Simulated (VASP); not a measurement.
Wanted: the native input for a VASP 6.6.1 run.

| Quantity | Value |
| --- | --- |
| Task | single point |
| Functional | PBEsol |
| Potentials or basis | VASP PAW PBE potentials, release 64 (B) |
| Cutoff | 520 eV |
| k mesh | 10 × 10 × 10 |
| Occupations | gaussian, width 0.1 eV |
| Spin | no spin polarisation |
| Dipole correction | no |
| Further INCAR settings | ALGO = Normal; EDIFF = 1e-06; NBANDS = 8 |

The structure of B lies in POSCAR:

```
B
1.0
    0.0000000000      1.5891208739      1.5891208739
    1.5891208739      0.0000000000      1.5891208739
    1.5891208739      1.5891208739      0.0000000000
B
1
Direct
    0.0000000000      0.0000000000      0.0000000000
```

The input as run:

INCAR

```
SYSTEM = B
PREC     = Accurate       ! precision mode
ENCUT    = 520            ! plane-wave cutoff, eV
EDIFF    = 1E-6           ! SCF threshold, eV
ISMEAR   = 0              ! smearing method
SIGMA    = 0.1            ! smearing width, eV
LREAL    = .False.        ! projectors in reciprocal space
LASPH    = .True.         ! aspherical terms in the spheres
NELM     = 60             ! most SCF steps
ALGO     = Normal         ! electronic algorithm
ISIF     = 2              ! what is computed and relaxed
LWAVE    = .False.        ! write WAVECAR
LCHARG   = .False.        ! write CHGCAR
GGA      = PS             ! functional
NBANDS   = 8              ! bands
```

KPOINTS

```
regular mesh
0
Gamma
  10 10 10
  0 0 0
```

Potentials or basis: VASP PAW PBE potentials, release 64 (B).

The run is started by

```console
$ cat potpaw_PBE.64/B/POTCAR > POTCAR
$ mpirun -np 1 vasp_std > vasp.out
```

It gave:

```json
{
  "Pressure": "-49.5 GPa"
}
```

Caveat: the PAW data sets were made with another functional, which shifts forces and pressure a little.

Run time: 1.4 s on 1 thread of Intel(R) Xeon(R) 6975P-C (Granite Rapids), with other jobs on the host, peak memory 0.11 GiB.
